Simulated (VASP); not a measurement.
# Rh (Fm-3m) in VASP: a series of runs

Runs on Rh. Level: PBEsol. Tasks: electric field gradients.

Program: VASP 6.6.1. These are calculated values, not measurements. Logs are shortened: lines on timing, memory, paths and dates and some standing lists are left out, and cuts for length are marked.

## (1) The cell of the first run

It takes space group Fm-3m (No. 225, cubic). The conventional cell has a = 3.803 Å, b = 3.803 Å, c = 3.803 Å, α = 90.00°, β = 90.00°, γ = 90.00°. Rh (site symmetry m-3m) has 12 Rh at 2.69 Å within 3.5 Å.

## (2) Electric field gradients, PBEsol

Contents of INCAR:

```
SYSTEM = Rh
  PREC = Accurate
  ENCUT = 520
  EDIFF = 1E-8
  ISMEAR = -1
  SIGMA = 0.08
  LREAL = .False.
  LASPH = .True.
  NELM = 80
  ALGO = Normal
  ISIF = 2
  LWAVE = .False.
  LCHARG = .False.
  GGA = PS
  LEFG = .True.
  NBANDS = 14
```

Contents of KPOINTS:

```
regular mesh
0
Gamma
  16 16 16
  0 0 0
```

Contents of POSCAR:

```
Rh
1.0
    0.0000000000      1.9015500000      1.9015500000
    1.9015500000      0.0000000000      1.9015500000
    1.9015500000      1.9015500000      0.0000000000
Rh
1
Direct
    0.0000000000      0.0000000000      0.0000000000
```

Potentials or basis: VASP PAW PBE potentials, release 64 (Rh_pv).

Started as:

```sh
> cat potpaw_PBE.64/Rh_pv/POTCAR > POTCAR
> mpirun -np 1 vasp_std > vasp.out
```

OUTCAR:

```text
SYSTEM = Rh
   PREC = Accurate
   ENCUT = 520
   EDIFF = 1E-8
   ISMEAR = -1
   LREAL = .False.
   LASPH = .True.
   NELM = 80
   ISIF = 2
   GGA = PS

 ion  position               nearest neighbor table
   1  0.000  0.000  0.000-

  LATTYP: Found a face centered cubic cell.
 ALAT       =     3.8031000000

  Lattice vectors:

 A1 = (   0.0000000000,   1.9015500000,   1.9015500000)
 A2 = (   1.9015500000,   0.0000000000,   1.9015500000)
 A3 = (   1.9015500000,   1.9015500000,   0.0000000000)

Analysis of symmetry for initial positions (statically):
=====================================================================
 Subroutine PRICEL returns:
 Original cell was already a primitive cell.

 Routine SETGRP: Setting up the symmetry group for a
 face centered cubic supercell.

 Subroutine GETGRP returns: Found 48 space group operations
 (whereof 48 operations were pure point group operations)
 out of a pool of 48 trial point group operations.

The static configuration has the point symmetry O_h .

Analysis of symmetry for dynamics (positions and initial velocities):
=====================================================================
 Subroutine PRICEL returns:
 Original cell was already a primitive cell.

 Routine SETGRP: Setting up the symmetry group for a
 face centered cubic supercell.

 Subroutine GETGRP returns: Found 48 space group operations
 (whereof 48 operations were pure point group operations)
 out of a pool of 48 trial point group operations.

The dynamic configuration has the point symmetry O_h .

 Subroutine INISYM returns: Found 48 space group operations
 (whereof 48 operations are pure point group operations),
 and found     1 'primitive' translations

----------------------------------------------------------------------------------------

                                     Primitive cell

  volume of cell :      13.7516

  direct lattice vectors                    reciprocal lattice vectors
     0.000000000  1.901550000  1.901550000    -0.262943388  0.262943388  0.262943388
     1.901550000  0.000000000  1.901550000     0.262943388 -0.262943388  0.262943388
     1.901550000  1.901550000  0.000000000     0.262943388  0.262943388 -0.262943388

  length of vectors
     2.689197800  2.689197800  2.689197800     0.455431308  0.455431308  0.455431308

  position of ions in fractional coordinates (direct lattice)
     0.000000000  0.000000000  0.000000000

  ion indices of the primitive-cell ions
   primitive index   ion index
                 1           1

----------------------------------------------------------------------------------------

 KPOINTS: regular mesh

Automatic generation of k-mesh.
 Grid dimensions read from file:
 generate k-points for:   16   16   16

 Generating k-lattice:

  Cartesian coordinates                     Fractional coordinates (reciprocal lattice)
    -0.016433962  0.016433962  0.016433962     0.062500000  0.000000000  0.000000000
     0.016433962 -0.016433962  0.016433962     0.000000000  0.062500000  0.000000000
     0.016433962  0.016433962 -0.016433962     0.000000000  0.000000000  0.062500000

  Length of vectors
     0.028464457  0.028464457  0.028464457

  Shift w.r.t. Gamma in fractional coordinates (k-lattice)
     0.000000000  0.000000000  0.000000000

 Subroutine IBZKPT returns following result:
 ===========================================

 Found    145 irreducible k-points:

 Following reciprocal coordinates:
            Coordinates               Weight
  0.000000  0.000000  0.000000      1.000000
  0.062500  0.000000  0.000000      8.000000
  0.125000  0.000000  0.000000      8.000000
  0.187500  0.000000  0.000000      8.000000
  0.250000  0.000000  0.000000      8.000000
  0.312500  0.000000  0.000000      8.000000
[... 16 lines left out ...]
 -0.125000  0.062500  0.000000     24.000000
 -0.062500  0.062500  0.000000     12.000000
 [... further k-points ...]
   k-points           NKPTS =    145   k-points in BZ     NKDIM =    145   number of bands    NBANDS=     14
   number of dos      NEDOS =    301   number of ions     NIONS =      1
   total plane-waves  NPLWV =   8000
   dimension x,y,z NGX =    20 NGY =   20 NGZ =   20
   dimension x,y,z NGXF=    40 NGYF=   40 NGZF=   40
   ions per type =               1
   NGX,Y,Z   is equivalent  to a cutoff of  12.36, 12.36, 12.36 a.u.
   NGXF,Y,Z  is equivalent  to a cutoff of  24.73, 24.73, 24.73 a.u.
 SYSTEM =  Rh
   PREC   = accura    normal or accurate (medium, high low for compatibility)
   ISTART =      0    job   : 0-new  1-cont  2-samecut
   ICHARG =      2    charge: 1-file 2-atom 10-const
   ISPIN  =      1    spin polarized calculation?
   LNONCOLLINEAR =      F non collinear calculations
   LSORBIT =      F    spin-orbit coupling
   LASPH  =      T    aspherical Exc in radial PAW
   ENCUT  =  520.0 eV  38.22 Ry    6.18 a.u.   5.00  5.00  5.00*2*pi/ulx,y,z
   NELM   =     80;   NELMIN=  2; NELMDL= -5     # of ELM steps
   EDIFF  = 0.1E-07   stopping-criterion for ELM
   LREAL  =      F    real-space projection
   EDIFFG = 0.1E-06   stopping-criterion for IOM
   NSW    =      0    number of steps for IOM
   IBRION =     -1    ionic relax: 0-MD 1-quasi-New 2-CG
   NFREE  =      0    steps in history (QN), initial steepest desc. (CG)
   ISIF   =      2    stress and relaxation
   ISYM   =      2    0-nonsym 1-usesym 2-fastsym
   POTIM  = 0.5000    time-step for ionic-motion
   TEBEG  =    0.0;   TEEND  =   0.0 temperature during run
   PSTRESS=    0.0 pullay stress
   NELECT =      15.0000    total number of electrons
   NUPDOWN=      -1.0000    fix difference up-down
   EMIN   =  10.00;   EMAX   =-10.00  energy-range for DOS
   EFERMI =   0.00;   METHOD = LEGACY
   ISMEAR =    -1;   SIGMA  =   0.08  broadening in eV -4-tet -1-fermi 0-gaus
   EFERMI_NEDOS =   21; number of points for ismear=-14 and -15
   IALGO  =     38    algorithm
   IMIX   =      4    mixing-type and parameters
     AMIX     =   0.40;   BMIX     =  1.00
     AMIX_MAG =   1.60;   BMIX_MAG =  1.00
  volume/ion in A,a.u.               =      13.75        92.80
  Fermi-wavevector in a.u.,A,eV,Ry     =   1.685211  3.184586 38.639656  2.839935
  Thomas-Fermi vector in A             =   2.768095
   LORBIT       =      0    0 simple, 1 ext, 2 COOP (PROOUT), +10 PAW based schemes
   GGA     = PS    functional components
   LHFCALC =     F    Hartree Fock is set to
   AEXX    =    0.0000 exact exchange contribution
   IVDW    =     0    specifies the selected vdW correction
   LEPSILON=     F    determine dielectric tensor
   LRPA    =     F    only Hartree local field effects (RPA)
 non-spin polarized calculation
  energy-cutoff  :      520.00
  volume of cell :       13.75
 maximum number of plane-waves:       388
   NGX =  9   NGY =  9   NGZ =  9

 number of electron      15.0000007 magnetization

 Free energy of the ion-electron system (eV)
  ---------------------------------------------------
  ext. energy  EPLUGINS =         0.00000000
  ---------------------------------------------------
  free energy    TOTEN  =        -8.14796637 eV

  energy without entropy =       -8.11842986  energy(sigma->0) =       -8.13319812

 E-fermi :  11.7464     XC(G=0): -14.2164

 val. band max:       11.7405423475   @ k =  -0.3750   0.2500   0.0000
 cond. band min:      11.7465391814   @ k =  -0.1875   0.1250   0.0000
 fundamental gap:      0.0059968339
 Fermi energy:        11.7463733206

 k-point     1 :       0.0000    0.0000    0.0000
  band No.  band energies     occupation
      1     -34.5802      2.00000
      2     -34.5802      2.00000
      3     -34.5802      2.00000
      4       3.6982      2.00000
      5       8.6582      2.00000
      6       8.6582      2.00000
      7       8.6582      2.00000
      8      10.7703      1.99999
      9      10.7703      1.99999
     10      27.6850      0.00000
     11      32.1239      0.00000
     12      33.1342      0.00000
     13      33.1342      0.00000
     14      33.1342      0.00000

 k-point     2 :       0.0625    0.0000    0.0000
  band No.  band energies     occupation
      1     -34.6092      2.00000
      2     -34.5841      2.00000
      3     -34.5841      2.00000
      4       3.8558      2.00000
      5       8.5879      2.00000
      6       8.7198      2.00000
      7       8.7198      2.00000
      8      10.7356      1.99999
      9      10.7356      1.99999
     10      27.9140      0.00000
[... 362 lines left out ...]
 k-point    24 :      -0.0625    0.0625    0.0000
  band No.  band energies     occupation
      1     -34.6498      2.00000
      2     -34.6012      2.00000
      3     -34.5856      2.00000
      4       4.1110      2.00000
      5       8.4567      2.00000
      6       8.8046      2.00000
      7       8.8522      2.00000
      8      10.5819      2.00000
      9      10.7952      1.99999
     10      28.2701      0.00000
     11      31.4419      0.00000
     12      32.1290      0.00000
     13      33.1853      0.00000
     14      33.9927      0.00000

 [... further k-points ...]
[... 5 lines left out ...]
  --------------------------------------------------------------------------------------
  -------------------------------------------------------------------------------------
  Total       -0.4244654     -0.4244654     -0.4244654     -0.0000000     -0.0000000      0.0000000
  in kB      -49.4538015    -49.4538015    -49.4538015     -0.0000000     -0.0000000      0.0000000
  external PRESSURE =     -49.4538015 kB  Pullay stress =       0.0000000 kB

 VOLUME and BASIS-vectors are now :
 -----------------------------------------------------------------------------
  energy-cutoff  :      520.00
  volume of cell :       13.75
      direct lattice vectors                 reciprocal lattice vectors
     0.000000000  1.901550000  1.901550000    -0.262943388  0.262943388  0.262943388
     1.901550000  0.000000000  1.901550000     0.262943388 -0.262943388  0.262943388
     1.901550000  1.901550000  0.000000000     0.262943388  0.262943388 -0.262943388

 POSITION                                       TOTAL-FORCE (eV/Angst)
 -----------------------------------------------------------------------------------
      0.00000      0.00000      0.00000         0.000000      0.000000      0.000000
 -----------------------------------------------------------------------------------
    total drift:                                0.000000      0.000000      0.000000

  FREE ENERGIE OF THE ION-ELECTRON SYSTEM (eV)
  ---------------------------------------------------
  free  energy   TOTEN  =        -8.1479663702 eV

  energy  without entropy=       -8.1184298612  energy(sigma->0) =       -8.13319812

 Electric field gradients (V/A^2)
---------------------------------------------------------------------
 ion       V_xx      V_yy      V_zz      V_xy      V_xz      V_yz
---------------------------------------------------------------------
   1      -0.000    -0.000     0.000     0.001     0.001     0.001
---------------------------------------------------------------------

 Electric field gradients after diagonalization (V/A^2)
 (convention: |V_zz| > |V_xx| > |V_yy|)
----------------------------------------------------------------------
 ion       V_xx      V_yy      V_zz     asymmetry (V_yy - V_xx)/ V_zz
----------------------------------------------------------------------
   1      -0.001    -0.001     0.001       0.000
----------------------------------------------------------------------

           NMR quadrupolar parameters

 Cq : quadrupolar parameter    Cq=e*Q*V_zz/h
 eta: asymmetry parameters     (V_yy - V_xx)/ V_zz
 Q  : nuclear electric quadrupole moment in mb (millibarn)
----------------------------------------------------------------------
 ion       Cq(MHz)       eta       Q (mb)
----------------------------------------------------------------------
   1       0.000       0.000       1.000
----------------------------------------------------------------------
```

Wall time 9.6 s (1 thread of Intel Xeon 6975P-C (Granite Rapids), shared host); peak memory 0.14 GiB.

Results:

| Property | Result |
| --- | --- |
| Free energy | -8.1480 eV |
| Pressure | -4.9 GPa |

Caveat: without QUAD_EFG the Cq values of the log hold for a quadrupole moment of 1 mb, not for the nuclei; the PAW data sets were made with another functional, which shifts forces and pressure a little.

(Continued in part 2 of 2.)
